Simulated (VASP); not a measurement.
Input of a VASP 6.6.1 run:

Contents of INCAR:

```
SYSTEM = LiF
  PREC = Accurate
  ENCUT = 750
  EDIFF = 1E-7
  ISMEAR = 0
  SIGMA = 0.1
  LREAL = .FALSE.
  LASPH = .TRUE.
  NELM = 120
  ALGO = Normal
  ISIF = 3
  LWAVE = .FALSE.
  LCHARG = .FALSE.
  GGA = PE
  IBRION = 2
  NSW = 60
  EDIFFG = -0.03
  PSTRESS = 50.0
  GGA_COMPAT = .FALSE.
  NELMIN = 4
```

The input KPOINTS:

```
regular mesh
0
G
  10 10 10
  0 0 0
```

File POSCAR:

```
LiF
1.0
    0.0000000000      2.0140000000      2.0140000000
    2.0140000000      0.0000000000      2.0140000000
    2.0140000000      2.0140000000      0.0000000000
Li F
1 1
Direct
    0.0000000000      0.0000000000      0.0000000000
    0.5000000000      0.5000000000      0.5000000000
```

Potentials or basis: VASP PAW PBE potentials, release 64 (Li_sv, F).

Command:

```sh
$ cat potpaw_PBE.64/Li_sv/POTCAR potpaw_PBE.64/F/POTCAR > POTCAR
$ mpirun -np 1 vasp_std > vasp.out
```

(1) Predict the relaxed cell.

(2) Estimate the relaxed volume.

## Answers

(1) a = 2.809 Å, b = 2.809 Å, c = 2.809 Å, α = 60.00°, β = 60.00°, γ = 60.00°.

(2) 7.84 Å³/atom.

Caveat: the cell is relaxed towards a set pressure, so the run minimises the enthalpy, not the energy.
